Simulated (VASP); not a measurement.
Here is a VASP 6.6.1 calculation.

The input INCAR:

```
ALGO = Normal
EDIFF = 1E-6
ENCUT = 520
GGA = CA
ISIF = 2
ISMEAR = 0
LASPH = True
LCHARG = False
LREAL = False
LWAVE = False
NBANDS = 15
NELM = 60
PREC = Accurate
SIGMA = 0.05
```

KPOINTS

```
k-points
0
Gamma
  8 8 8
```

POSCAR

```
KF
1.0
   -0.0546792060      2.5408527238      2.5408527238
    2.5408527238     -0.0546792060      2.5408527238
    2.5408527238      2.5408527238     -0.0546792060
K F
1 1
Direct
    0.0000000000      0.0000000000      0.0000000000
    0.5000000000      0.5000000000      0.5000000000
```

Potentials or basis: VASP PAW LDA potentials, release 64 (K_sv, F).

Command:

```console
$ cat potpaw_LDA.64/K_sv/POTCAR potpaw_LDA.64/F/POTCAR > POTCAR
$ mpirun -np 1 vasp_std > vasp.out
```

**Question.** What does it give for the pressure?

**Answer.** 0.9 GPa.

**Question.** What does it give for the band gap on the k mesh?

**Answer.** 6.42 eV, direct.

Stress tensor (GPa, compression positive):
```
0.94 0.25 0.25
0.25 0.94 0.25
0.25 0.25 0.94
```

A k mesh can miss the band edges. LDA gaps usually lie below the measured ones, often by a third to a half.
